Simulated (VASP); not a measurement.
SiC (Moissanite 3C):

```
Si C
1.0
     0.00000    2.17900    2.17900
     2.17900    0.00000    2.17900
     2.17900    2.17900    0.00000
Si C
1 1
Direct
  0.00000 0.00000 0.00000
  0.25000 0.25000 0.25000
```

```yaml
Program: VASP 6.6.1
Task: relaxation of cell and atoms
Functional: LDA
Potentials_or_basis: VASP PAW LDA potentials, release 64 (Si, C)
Cutoff: 600 eV
k_mesh: 10 × 10 × 10
Occupations: fermi-dirac, width 0.02 eV
Spin: no spin polarisation
```

At the start: pressure -4.2 GPa; volume 10.35 Å³/atom.

Problem. How do energy, volume and symmetry change on relaxing?

Solution. Over 3 steps the energy falls by 2.6 meV/atom and the volume is 10.15 Å³/atom (-1.9 %); space group F-43m (No. 216, to 0.05 Å).

Step by step:
```
step  energy change (eV)  largest force (eV/Å)  pressure (GPa)  volume (Å³)
   1              0.0000                0.0000           -4.18        20.69
   2              0.0009                0.0000            4.83        19.89
   3             -0.0052                0.0000           -0.02        20.30
```

Final structure:
```xyz
2
Lattice="0.0000 2.1653 2.1653 2.1653 0.0000 2.1653 2.1653 2.1653 0.0000" Properties=species:S:1:pos:R:3 pbc="T T T"
Si    0.0000    0.0000    0.0000
C     1.0826    1.0826    1.0826
```
